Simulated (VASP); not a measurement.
A run of VASP 6.6.1:

Contents of INCAR:

```
ALGO = Normal
EDIFF = 1E-6
ENCUT = 520
GGA = PE
ISIF = 2
ISMEAR = 0
LASPH = True
LCHARG = True
LELF = True
LREAL = False
LVHAR = True
LWAVE = False
NBANDS = 42
NELM = 60
PREC = Accurate
SIGMA = 0.1
```

The input KPOINTS:

```
k-points
0
Gamma
  4 4 4
```

Contents of POSCAR:

```
TaCu2
1.0
    0.0000000000      3.5332183700      3.5332183700
    3.5332183700      0.0000000000      3.5332183700
    3.5332183700      3.5332183700      0.0000000000
Ta Cu
2 4
Direct
    0.2500000000      0.2500000000      0.2500000000
    0.0000000000      0.0000000000      0.0000000000
    0.6250000000      0.1250000000      0.6250000000
    0.6250000000      0.6250000000      0.1250000000
    0.1250000000      0.6250000000      0.6250000000
    0.6250000000      0.6250000000      0.6250000000
```

Potentials or basis: VASP PAW PBE potentials, release 64 (Ta_pv, Cu).

Launch:

```bash
$ cat potpaw_PBE.64/Ta_pv/POTCAR potpaw_PBE.64/Cu/POTCAR > POTCAR
$ mpirun -np 1 vasp_std > vasp.out
```

Hardware: 1 thread of AMD EPYC 9R45 96-Core Processor (Zen 5), with other jobs on the host.

How long does it take, and how much memory?

It took 35 s on 1 thread of AMD EPYC 9R45 96-Core Processor (Zen 5), with other jobs on the host, peak memory 0.21 GiB. Counts: scf iterations 17, k points 8.
